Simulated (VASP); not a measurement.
# FeSi16 (a cell with a defect) in VASP: single point with PBEsol

Aim: the single point of FeSi16 (a cell with a defect) with PBEsol.

Everything below comes from runs of VASP 6.6.1. Logs are shortened: lines on timing, memory, paths and dates and some standing lists are left out, and cuts for length are marked.

## 1. The cell of the first run

The cell holds a defect, 17 atoms: a = 7.679 Å, b = 7.679 Å, c = 7.679 Å, α = 60.00°, β = 60.00°, γ = 60.00°.

## 2. Single point, PBEsol, collinear spin, ferromagnetic start

INCAR

```
SYSTEM = FeSi16
  ALGO = Normal
  EDIFF = 1E-6
  ENCUT = 520
  GGA = PS
  GGA_COMPAT = .FALSE.
  ISIF = 2
  ISMEAR = 0
  ISPIN = 2
  LASPH = .TRUE.
  LCHARG = .TRUE.
  LELF = .TRUE.
  LMAXMIX = 4
  LORBIT = 11
  LREAL = .FALSE.
  LVHAR = .TRUE.
  LWAVE = .FALSE.
  MAGMOM = 0 0 0 0 0 0 0 0 0 0 0 0 0 0 0 0 1.6
  NBANDS = 54
  NELM = 200
  PREC = Accurate
  SIGMA = 0.02
```

KPOINTS

```
k-points
0
G
  2 2 2
  0 0 0
```

POSCAR

```
FeSi16
1.0
    0.0000000000      5.4300000000      5.4300000000
    5.4300000000      0.0000000000      5.4300000000
    5.4300000000      5.4300000000      0.0000000000
Si Fe
16 1
Direct
   -0.0025979742      0.0000320442      0.0004580110
    0.1260612339      0.1218667587      0.1222358195
    0.0011768877     -0.0098768877      0.5041778085
    0.1275188766      0.1201238490      0.6280763352
    0.0012065378      0.5037291897     -0.0097227440
    0.1275270718      0.6278154696      0.1205563536
   -0.0008856354      0.5029314917      0.5035489871
    0.1252858195      0.6223346225      0.6229703499
    0.4997374770      0.0001662063      0.0006658379
    0.6248786372      0.1242554328      0.1246893186
    0.5010146409      0.0006735727      0.4977023020
    0.6239558932      0.1247245856      0.6253864641
    0.5010432781      0.4972110497      0.0011482505
    0.6239335175      0.6249600368      0.1252756906
    0.4983544199      0.5001352670      0.5007993554
    0.6218331492      0.6257095764      0.6260197053
    0.9352856354      0.3633434622      0.3568644567
```

Potentials or basis: VASP PAW PBE potentials, release 64 (Si, Fe).

Run with:

```
$ cat potpaw_PBE.64/Si/POTCAR potpaw_PBE.64/Fe/POTCAR > POTCAR
$ mpirun -np 1 vasp_std > vasp.out
```

OUTCAR:

```text
SYSTEM = FeSi16
   EDIFF = 1E-6
   ENCUT = 520
   GGA = PS
   ISIF = 2
   ISMEAR = 0
   ISPIN = 2
   LASPH = .TRUE.
   LORBIT = 11
   LREAL = .FALSE.
   NELM = 200
   PREC = Accurate

 ion  position               nearest neighbor table
   1  0.997  0.000  0.000-   6 2.33   2 2.33   4 2.34  10 2.34
   2  0.126  0.122  0.122-   1 2.33   9 2.34   5 2.39   3 2.39  17 2.61
   3  0.001  0.990  0.504-   8 2.31  12 2.37  17 2.37   4 2.38   2 2.39
   4  0.128  0.120  0.628-   1 2.34  11 2.34   3 2.38   7 2.40  17 2.54
   5  0.001  0.504  0.990-   8 2.30  17 2.33  14 2.37   6 2.39   2 2.39
   6  0.128  0.628  0.121-   1 2.33  13 2.34   5 2.39   7 2.40  17 2.50
   7  0.999  0.503  0.504-  17 2.22   8 2.29  16 2.37   4 2.40   6 2.40
   8  0.125  0.622  0.623-   7 2.29   5 2.30   3 2.31  15 2.34
   9  0.500  0.000  0.001-  10 2.34   2 2.34  14 2.35  12 2.35
  10  0.625  0.124  0.125-   1 2.34  13 2.34  11 2.34   9 2.34
  11  0.501  0.001  0.498-  10 2.34   4 2.34  12 2.35  16 2.35
  12  0.624  0.125  0.625-  11 2.35   9 2.35  15 2.35   3 2.37  17 3.00
  13  0.501  0.497  0.001-  10 2.34   6 2.34  14 2.35  16 2.35
  14  0.624  0.625  0.125-  13 2.35   9 2.35  15 2.35   5 2.37  17 2.96
  15  0.498  0.500  0.501-   8 2.34  16 2.35  12 2.35  14 2.35  17 2.74
  16  0.622  0.626  0.626-  15 2.35  11 2.35  13 2.35   7 2.37  17 2.91
  17  0.935  0.363  0.357-   7 2.22   5 2.33   3 2.37   6 2.50   4 2.54   2 2.61  15 2.74  16 2.91
                            14 2.96  12 3.00

  LATTYP: Found a face centered cubic cell.
 ALAT       =    10.8600000000

  Lattice vectors:

 A1 = (   0.0000000000,   5.4300000000,   5.4300000000)
 A2 = (   5.4300000000,   0.0000000000,   5.4300000000)
 A3 = (   5.4300000000,   5.4300000000,   0.0000000000)

Analysis of symmetry for initial positions (statically):
=====================================================================
 Subroutine PRICEL returns:
 Original cell was already a primitive cell.

 Routine SETGRP: Setting up the symmetry group for a
 face centered cubic supercell.

 Subroutine GETGRP returns: Found  1 space group operations
 (whereof  1 operations were pure point group operations)
 out of a pool of 48 trial point group operations.

The static configuration has the point symmetry C_1 .

Analysis of symmetry for dynamics (positions and initial velocities):
=====================================================================
 Subroutine PRICEL returns:
 Original cell was already a primitive cell.

 Routine SETGRP: Setting up the symmetry group for a
 face centered cubic supercell.

 Subroutine GETGRP returns: Found  1 space group operations
[... 174 lines left out ...]
  ---------------------------------------------------
  free energy    TOTEN  =       -98.05894150 eV

  energy without entropy =      -98.05733655  energy(sigma->0) =      -98.05813903

 E-fermi :   6.2686     XC(G=0):  -9.8263

 val. band max:        6.2647079303   @ k =   0.0000   0.5000   0.0000
 cond. band min:       6.2717189988   @ k =   0.0000   0.0000   0.0000
 fundamental gap:      0.0070110684
 Fermi energy:         6.2686473117

 spin component 1

 k-point     1 :       0.0000    0.0000    0.0000
  band No.  band energies     occupation
      1      -6.0872      1.00000
      2      -3.7558      1.00000
      3      -3.6858      1.00000
      4      -3.6749      1.00000
      5      -3.6703      1.00000
      6      -2.1126      1.00000
[... 397 lines left out ...]
     47      10.1821      0.00000
     48      10.2298      0.00000
 Fermi energy:         6.2686473117

 spin component 2

 k-point     1 :       0.0000    0.0000    0.0000
  band No.  band energies     occupation
      1      -6.0423      1.00000
      2      -3.7139      1.00000
      3      -3.6376      1.00000
      4      -3.6302      1.00000
      5      -3.6274      1.00000
      6      -2.0701      1.00000
[... 397 lines left out ...]
     47      10.2372      0.00000
     48      10.2758      0.00000
 [bands above 48 left out]

------------------------ aborting loop because EDIFF is reached ----------------------------------------

  FORCE on cell =-STRESS in cart. coord.  units (eV):
  Direction    XX          YY          ZZ          XY          YZ          ZX
  --------------------------------------------------------------------------------------
  -------------------------------------------------------------------------------------
  Total        1.5568917      1.6024715      1.7079142      0.3476565      0.3881426      0.3429834
  in kB        7.7900366      8.0180992      8.5456904      1.7395282      1.9421034      1.7161461
  external PRESSURE =       8.1179421 kB  Pullay stress =       0.0000000 kB

 VOLUME and BASIS-vectors are now :
 -----------------------------------------------------------------------------
  energy-cutoff  :      520.00
  volume of cell :      320.21
      direct lattice vectors                 reciprocal lattice vectors
     0.000000000  5.430000000  5.430000000    -0.092081031  0.092081031  0.092081031
     5.430000000  0.000000000  5.430000000     0.092081031 -0.092081031  0.092081031
     5.430000000  5.430000000  0.000000000     0.092081031  0.092081031 -0.092081031

 POSITION                                       TOTAL-FORCE (eV/Angst)
 -----------------------------------------------------------------------------------
      0.00266      5.41838      5.41607         0.084089     -0.116785     -0.115665
      1.32548      1.34825      1.34625         0.314409      0.179229      0.227742
      8.11405      2.74408      5.38276         0.321541     -0.209906      0.275996
      4.06273      4.10288      1.34470        -0.250349     -0.185502      0.095532
      8.11246      5.38376      2.74180         0.186267      0.178855     -0.173237
      4.06366      1.34709      4.10151        -0.211292      0.072127     -0.151215
[... 9 lines left out ...]
      6.79689      6.77584      6.77416        -0.115812      0.065808      0.114519
      3.91073      7.01638      7.05156         0.061772     -0.702617     -0.874312
 -----------------------------------------------------------------------------------
    total drift:                                0.000485     -0.000271     -0.000260

  FREE ENERGIE OF THE ION-ELECTRON SYSTEM (eV)
  ---------------------------------------------------
  free  energy   TOTEN  =       -98.0589414991 eV

  energy  without entropy=      -98.0573365511  energy(sigma->0) =      -98.05813903

 total charge

# of ion       s       p       d       tot
------------------------------------------
    1        0.746   0.946   0.000   1.691
    2        0.735   0.939   0.000   1.675
    3        0.738   0.956   0.000   1.693
    4        0.733   0.946   0.000   1.679
    5        0.739   0.958   0.000   1.697
    6        0.734   0.945   0.000   1.679
[... 9 lines left out ...]
   16        0.739   0.942   0.000   1.681
   17        0.394   0.439   6.535   7.368
--------------------------------------------------
tot         12.253  15.608   6.535  34.395

 magnetization (x)

# of ion       s       p       d       tot
------------------------------------------
    1       -0.002   0.012   0.000   0.010
    2        0.000   0.018   0.000   0.018
    3       -0.001   0.030   0.000   0.029
    4        0.001   0.010   0.000   0.010
    5       -0.000   0.033   0.000   0.032
    6        0.001   0.016   0.000   0.017
[... 9 lines left out ...]
   16        0.000   0.009   0.000   0.010
   17        0.007   0.012   1.705   1.725
--------------------------------------------------
tot          0.003   0.259   1.705   1.967
```

stdout:

```text
POSCAR found type information on POSCAR SiFe
 POSCAR found :  2 types and      17 ions
 scaLAPACK will be used
 -----------------------------------------------------------------------------
|                                                                             |
|                                                                             |
|     You have a (more or less) 'large supercell' and for larger cells it     |
|     might be more efficient to use real-space projection operators.         |
|     Therefore, try LREAL= Auto in the INCAR file.                           |
|     Mind: For very accurate calculation, you might also keep the            |
|     reciprocal projection scheme (i.e. LREAL=.FALSE.).                      |
|                                                                             |
 -----------------------------------------------------------------------------

 -----------------------------------------------------------------------------
|                                                                             |
|                                                                             |
|     You enforced a specific xc type in the INCAR file but a different       |
|     I HOPE YOU KNOW WHAT YOU ARE DOING!                                     |
|                                                                             |
 -----------------------------------------------------------------------------

 LDA part: xc-table for (Slater+PW92), standard interpolation
 POSCAR, INCAR and KPOINTS ok, starting setup
 FFT: planning ... GRIDC
 FFT: planning ... GRID_SOFT
 FFT: planning ... GRID
 WAVECAR not read
 entering main loop
```

It took 14 min on 1 thread of Intel Xeon 8259CL, shared host; peak memory 0.73 GiB.

What came out:

```yaml
Free_energy: -98.0589 eV
Pressure: 0.8 GPa
Largest_force: 1.123 eV/Å
Net_moment: 2.25 μB per cell
Site_moments: Si +0.01, +0.02, +0.03, +0.04, -0.00 (each value once); Fe +1.73 μB
Valence_electrons_inside_the_program's_atomic_spheres: Si 1.69, 1.68, 1.70, 1.71 (each value once); Fe 7.37
```

Forces in eV/Å, atoms in the order of the input:
```
Si   0.084 -0.117 -0.116
Si   0.314  0.179  0.228
Si   0.322 -0.210  0.276
Si  -0.250 -0.186  0.096
Si   0.186  0.179 -0.173
Si  -0.211  0.072 -0.151
Si   0.176  0.050 -0.012
Si  -0.144  0.183  0.213
Si  -0.086 -0.017 -0.042
Si   0.061 -0.055 -0.054
Si   0.015  0.057 -0.061
Si  -0.045  0.083  0.113
Si   0.020 -0.049  0.041
Si  -0.042  0.136  0.122
Si  -0.345  0.331  0.281
Si  -0.116  0.066  0.115
Fe   0.062 -0.703 -0.874
```

Stress tensor (GPa, compression positive):
```
0.78 0.17 0.17
0.17 0.80 0.19
0.17 0.19 0.85
```

Caveat: the k points lie up to 0.50 Å⁻¹ apart; the PAW data sets were made with another functional, which shifts forces and pressure a little.
